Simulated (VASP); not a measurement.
Set up this calculation in VASP 6.6.1, as the native input.

- Task: single point
- Functional: PBEsol
- Potentials or basis: VASP PAW PBE potentials, release 64 (Sb)
- Cutoff: 520 eV
- k mesh: 2 × 2 × 2, shifted
- Occupations: fermi-dirac, width 0.0948 eV
- Spin: no spin polarisation
- Dipole correction: no
- Further INCAR settings: LREAL = Auto; ALGO = Normal; EDIFF = 1e-07; NBANDS = 102

The structure of Sb lies in POSCAR:

```
Sb
1.0
    6.7108178797     -5.8117387639      5.5218808673
   -6.7108178797      5.8117387639      5.5218808673
   -6.7108178796     -5.8117387640     -5.5218808673
Sb
32
Direct
    0.1804339293      0.7609021220      0.7095061674
    0.9577072739      0.9010229061      0.6356550789
    0.7525668778      0.2518071324      0.7362592074
    0.5151870745      0.4014355670      0.6141213670
    0.2482098290      0.5218210964      0.4435075825
    0.7141921553     -0.0039317885      0.4430519580
    0.9372382489      0.5917636460      0.3109473657
    0.4603421382      0.1230090413      0.3229735954
    0.2124997744      0.2245619564      0.1962459595
    0.7182003756      0.7507443159      0.1940926675
    0.9751812496      0.3803145370      0.0936659559
    0.4989255482      0.8989023317      0.0707469131
    0.2498387931     -0.0026428166      0.9878499491
    0.7225249065      0.5219827463      0.9804126759
    0.9923513865      0.1605723016      0.8552569982
    0.4532851371      0.6038775900      0.8401301563
    0.5405568207      0.8873111708      0.6967785137
    0.2851674107      0.0082440294      0.5464699601
    0.0491309554      0.3914646134      0.6402121536
    0.8271428282      0.5280032424      0.5674977847
    0.5344700281      0.5894139285      0.3986066287
    0.0346793512      0.1342845248      0.4180250262
    0.3470215914      0.7736815450      0.3479566569
    0.7817425410      0.2517072511      0.2736365869
    0.5397424410      0.3551240398      0.1703903292
    0.0538502608      0.8508760664      0.1724388881
    0.3154398988      0.5028324394      0.0519879685
    0.8054888377      0.0118218835      0.0383897152
    0.5579047412      0.1547572706      0.9125971474
    0.0293665335      0.6098371724      0.9340162959
    0.2817174675      0.2458151205      0.7770664032
    0.7979686251      0.7834744661      0.7992688459
```

This cell differs from its parent crystal: dynamics (nvt langevin) at 1100 K, volume x 1.03, from the last frame before.

The input as run:

INCAR

```
SYSTEM = Sb
PREC     = Accurate       ! precision mode
ENCUT    = 520            ! plane-wave cutoff, eV
EDIFF    = 1E-7           ! SCF threshold, eV
ISMEAR   = -1             ! smearing method
SIGMA    = 0.0948         ! smearing width, eV
LREAL    = Auto         
LASPH    = .TRUE.         ! aspherical terms in the spheres
NELM     = 100            ! most SCF steps
ALGO     = Normal         ! electronic algorithm
ISIF     = 2              ! what is computed and relaxed
LWAVE    = .FALSE.        ! write WAVECAR
LCHARG   = .FALSE.        ! write CHGCAR
GGA      = PS             ! functional
NBANDS   = 102            ! bands
```

KPOINTS

```
Automatic mesh
0
Gamma
  2 2 2
  0.5 0.5 0.5
```

Potentials or basis: VASP PAW PBE potentials, release 64 (Sb).

Run with:

```sh
$ cat potpaw_PBE.64/Sb/POTCAR > POTCAR
$ mpirun -np 1 vasp_std > vasp.out
```

Results of the run:

```
Pressure      : 0.9 GPa
Largest force : 0.852 eV/Å
```

Caveat: the k points lie up to 0.39 Å⁻¹ apart; the PAW data sets were made with another functional, which shifts forces and pressure a little.

Wall time 21 min on 1 thread of Intel Xeon 8259CL, on a shared host, peak memory 1 GiB.
